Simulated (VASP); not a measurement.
Crystal: Sb.

```xyz
2
Lattice="3.3750 0.0000 0.0000 -1.6875 2.9228 0.0000 0.0000 0.0000 5.5113" Properties=species:S:1:pos:R:3 pbc="T T T"
Sb    0.0000    1.9485    1.3778
Sb    1.6875    0.9743    4.1335
```

| Item | Value |
| --- | --- |
| Program | VASP 6.6.1 |
| Task | relaxation of cell and atoms |
| Functional | LDA |
| Potentials or basis | VASP PAW LDA potentials, release 64 (Sb) |
| Cutoff | 600 eV |
| k mesh | 11 × 11 × 6 |
| Occupations | fermi-dirac, width 0.1 eV |
| Spin | no spin polarisation |

At the start: pressure -3.6 GPa; volume 27.18 Å³/atom.

**Question.** How do energy, volume and symmetry change on relaxing?

**Answer.** Over 8 steps the energy falls by 18.3 meV/atom and the volume is 25.68 Å³/atom (-5.5 %); space group P6_3/mmc (No. 194, to 0.05 Å).

Step by step:
| step | energy change (eV) | largest force (eV/Å) | pressure (GPa) | volume (Å³) |
| --- | --- | --- | --- | --- |
| 1 | 0.0000 | 0.0000 | -3.57 | 54.37 |
| 2 | -0.0245 | 0.0000 | 2.45 | 49.74 |
| 3 | -0.0362 | 0.0000 | 0.02 | 51.33 |
| 4 | -0.0361 | 0.0000 | 0.10 | 51.27 |
| 5 | -0.0365 | 0.0000 | 0.09 | 51.28 |
| 6 | -0.0366 | 0.0000 | 0.09 | 51.29 |
| 7 | -0.0367 | 0.0000 | -0.06 | 51.40 |
| 8 | -0.0367 | 0.0000 | 0.00 | 51.35 |

Final structure:
```
CELL_PARAMETERS angstrom
3.29760 0.00000 0.00000
-1.64880 2.85580 0.00000
0.00000 0.00000 5.45315
ATOMIC_POSITIONS crystal
Sb 0.33333 0.66667 0.25000
Sb 0.66667 0.33333 0.75000
```
